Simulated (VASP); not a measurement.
A run of VASP 6.6.1 is set up as follows.

File INCAR:

```
SYSTEM = Al
ALGO = Normal ; EDIFF = 1E-6
ENCUT = 500 ; GGA = PE
GGA_COMPAT = .FALSE. ; ISIF = 2
ISMEAR = 0 ; IVDW = 12
LASPH = .TRUE. ; LCHARG = .FALSE.
LREAL = .FALSE. ; LWAVE = .FALSE.
NBANDS = 8 ; NELM = 120
PREC = Accurate ; SIGMA = 0.1
```

Contents of KPOINTS:

```
k-points
0
G
  18 18 18
  0 0 0
```

The input POSCAR:

```
Al
1.0
    0.0000000000      2.0301653667      2.0301653667
    2.0301653667      0.0000000000      2.0301653667
    2.0301653667      2.0301653667      0.0000000000
Al
1
Direct
    0.0000000000      0.0000000000      0.0000000000
```

Potentials or basis: VASP PAW PBE potentials, release 64 (Al).

Command:

```console
$ cat potpaw_PBE.64/Al/POTCAR > POTCAR
$ mpirun -np 1 vasp_std > vasp.out
```

(1) Predict the pressure.

(2) What does it give for the dispersion energy per atom?

Answers

(1) -4.4 GPa.

(2) -0.331 eV.

Caveat: pairwise dispersion overbinds metals, which lowers pressure and volume.
